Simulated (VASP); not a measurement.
A run of VASP 6.6.1 is set up as follows.

The input INCAR:

```
SYSTEM = Si
PREC = Accurate
ENCUT = 520
EDIFF = 1E-7
ISMEAR = 0
SIGMA = 0.02
LREAL = Auto
LASPH = .True.
NELM = 80
ALGO = Normal
ISIF = 2
LWAVE = .False.
LCHARG = .False.
GGA = PE
IVDW = 12
NBANDS = 163
```

File KPOINTS:

```
Automatic mesh
0
Gamma
  1 1 1
  0 0 0
```

The input POSCAR:

```
Si
1.0
   10.8600000000      0.0000000000      0.0000000000
    0.0000000000     10.8600000000      0.0000000000
    0.0000000000      0.0000000000     10.8600000000
Si
63
Direct
    0.5001243094     -0.0004758748      0.0003697974
    0.6264430018      0.1238935543      0.1247112339
    0.7539765193      0.2496000921      0.0022300184
    0.8771332413      0.3758295580      0.1294518416
    0.7539865562      0.0014535912      0.2504622468
    0.8771575506      0.1286704420      0.3766977901
    0.0004730203     -0.0004745856      0.0003823204
    0.1238989871      0.1291856354      0.1300123389
    0.2462327808      0.2498435543     -0.0019769797
    0.3726209024      0.3734080110      0.1226896869
    0.5009614180      0.4995239411      0.0003540516
    0.6282364641      0.6259010129      0.1236938306
    0.7539859116      0.7494494475     -0.0015568140
    0.8768996317      0.8696346225      0.1302671271
    0.2462516575     -0.0027848987      0.2506774401
    0.3726212707      0.1218996317      0.3742413444
    0.4954304788      0.2458575506      0.2466711786
    0.6185809392      0.3709514733      0.3717869245
    0.7471711786      0.4977307551      0.2530870166
    0.8705237569      0.5999637201      0.3998069982
    0.5009243094     -0.0004979742      0.5003821363
    0.6282246777      0.1228442910      0.6267208103
    0.7471542357      0.2522736648      0.4985873849
    0.8704688766      0.3990676796      0.6008335175
    0.7540094843     -0.0023717311      0.7502804788
    0.8769589319      0.1294479742      0.8704457643
    0.0000348066      0.4995340700      0.0003534991
    0.1227499079      0.6231188766      0.1297613260
    0.2462534991      0.7492169429      0.0026383978
    0.3738456722      0.8750965009      0.1247731123
    0.0045011050      0.2629025783      0.2637096685
    0.1301132597      0.3956492634      0.3963545120
    0.2531796501      0.5008148250      0.2523792818
    0.3808444751      0.6276400552      0.3722719153
    0.5040486188      0.7527558011      0.2471441068
    0.6282365562      0.8761861878      0.3740078269
    0.0000159300     -0.0004960405      0.5003627072
    0.1227220074      0.1289661142      0.6239139042
    0.2530958564      0.2515983425      0.5015702578
    0.3807976980      0.3714175875      0.6284354512
    0.5000564457      0.4995054328      0.5003563536
    0.6185793738      0.6280963168      0.6288952118
    0.7472030387      0.7467204420      0.5021042357
    0.8771310313      0.8703686004      0.6240318600
    0.2462519337      0.0018782689      0.7500298343
    0.3738705341      0.1239639963      0.8759380295
    0.5040372007      0.2463212707      0.7535488950
    0.6282310313      0.3731784530      0.8769983425
    0.7471662983      0.5013243094      0.7476070902
    0.8771646409      0.6232193370      0.8712293738
   -0.0046527624      0.7349395948      0.2649276243
    0.1227279006      0.8701056169      0.3767580110
    0.1301193370      0.6034533149      0.6043450276
    0.2530921731      0.7474529466      0.4990868324
    0.3725733886      0.8771355433      0.6264602210
   -0.0046694291      0.2641465009      0.7357325967
    0.1227277164      0.3759532228      0.8709199816
    0.2531691529      0.4982727440      0.7483445672
    0.3726702578      0.6256660221      0.8779837017
    0.4954459484      0.7532276243      0.7540089319
    0.6264448435      0.8751876611      0.8759935543
    0.0045159300      0.7361753223      0.7370010129
    0.1239016575      0.8699151934      0.8707036832
```

Potentials or basis: VASP PAW PBE potentials, release 64 (Si).

Run with:

```sh
$ cat potpaw_PBE.64/Si/POTCAR > POTCAR
$ mpirun -np 1 vasp_gam > vasp.out
```

(1) Predict the dispersion energy per atom.

(2) What does it give for the largest force?

## Answers

(1) -0.317 eV.

(2) 0.039 eV/Å.

Caveat: the k points lie up to 0.58 Å⁻¹ apart.
